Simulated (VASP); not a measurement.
Input of a VASP 6.6.1 run:

Contents of INCAR:

```
SYSTEM = InAsS4
PREC = Accurate
ENCUT = 600
EDIFF = 1E-7
ISMEAR = 0
SIGMA = 0.1
LREAL = .FALSE.
LASPH = .TRUE.
NELM = 100
ALGO = Normal
ISIF = 3
LWAVE = .FALSE.
LCHARG = .FALSE.
GGA = PE
IBRION = 2
NSW = 90
EDIFFG = -0.04
```

Contents of KPOINTS:

```
regular mesh
0
G
  6 6 2
  0 0 0
```

File POSCAR:

```
InAsS4
1.0
    3.7275992594      0.0000000000      0.0000000000
    0.0000000000      3.7275992594      0.0000000000
    0.0000000000      0.0000000000     10.0890628797
In As S
1 1 4
Direct
    0.0000000000      0.0000000000      0.0000000000
    0.5000000000      0.5000000000      0.5000000000
    0.0000000000      0.0000000000      0.6037602195
    0.5000000000      0.5000000000      0.1089851251
    0.5000000000      0.5000000000      0.8910148749
    0.0000000000      0.0000000000      0.3962397805
```

Potentials or basis: VASP PAW PBE potentials, release 64 (In_d, As, S).

The run is started by

```console
$ cat potpaw_PBE.64/In_d/POTCAR potpaw_PBE.64/As/POTCAR potpaw_PBE.64/S/POTCAR > POTCAR
$ mpirun -np 1 vasp_std > vasp.out
```

Task: Predict the relaxed cell.

Result: a = 3.741 Å, b = 3.741 Å, c = 10.071 Å, α = 90.00°, β = 90.00°, γ = 90.00°.

Task: Predict the space group after relaxing (to 0.05 Å).

Result: P4/mmm (No. 123).

Stress tensor (GPa, compression positive):
```
-0.04  0.00  0.00
 0.00 -0.04  0.00
 0.00  0.00  0.06
```
